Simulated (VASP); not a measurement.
Input of a VASP 6.6.1 run:

The input INCAR:

```
SYSTEM = LiCl
PREC = Accurate
ENCUT = 600
EDIFF = 1E-7
ISMEAR = 0
SIGMA = 0.1
LREAL = .FALSE.
LASPH = .TRUE.
NELM = 80
ALGO = Normal
ISIF = 3
LWAVE = .FALSE.
LCHARG = .FALSE.
GGA = PE
IBRION = 2
NSW = 90
EDIFFG = -0.04
```

The input KPOINTS:

```
Automatic mesh
0
G
  4 4 4
  0 0 0
```

File POSCAR:

```
LiCl
1.0
    6.0737644100      0.0000000000      0.0000000000
    0.0000000000      6.0737644100      0.0000000000
    0.0000000000      0.0000000000      6.0737644100
Li Cl
6 6
Direct
    0.7500000000      0.5000000000      0.0000000000
    0.5000000000      0.0000000000      0.7500000000
    0.0000000000      0.7500000000      0.5000000000
    0.0000000000      0.2500000000      0.5000000000
    0.2500000000      0.5000000000      0.0000000000
    0.5000000000      0.0000000000      0.2500000000
    0.5000000000      0.7500000000      0.0000000000
    0.7500000000      0.0000000000      0.5000000000
    0.0000000000      0.5000000000      0.7500000000
    0.2500000000      0.0000000000      0.5000000000
    0.0000000000      0.5000000000      0.2500000000
    0.5000000000      0.2500000000      0.0000000000
```

Potentials or basis: VASP PAW PBE potentials, release 64 (Li_sv, Cl).

The run is started by

```sh
$ cat potpaw_PBE.64/Li_sv/POTCAR potpaw_PBE.64/Cl/POTCAR > POTCAR
$ mpirun -np 1 vasp_std > vasp.out
```

(1) Estimate the band gap on the k mesh.

(2) What does it give for the relaxed volume?

(3) Predict the space group after relaxing (to 0.1 Å).

Answers

(1) 5.37 eV.

(2) 25.70 Å³/atom.

(3) Pm-3n (No. 223).

Caveat: the cutoff is under 1.25 times the usual one of these potentials, so pressure, stress and relaxed cells hold a basis-set (Pulay) error; the volume moved by over 15 % at a fixed basis, so the end points are rough.
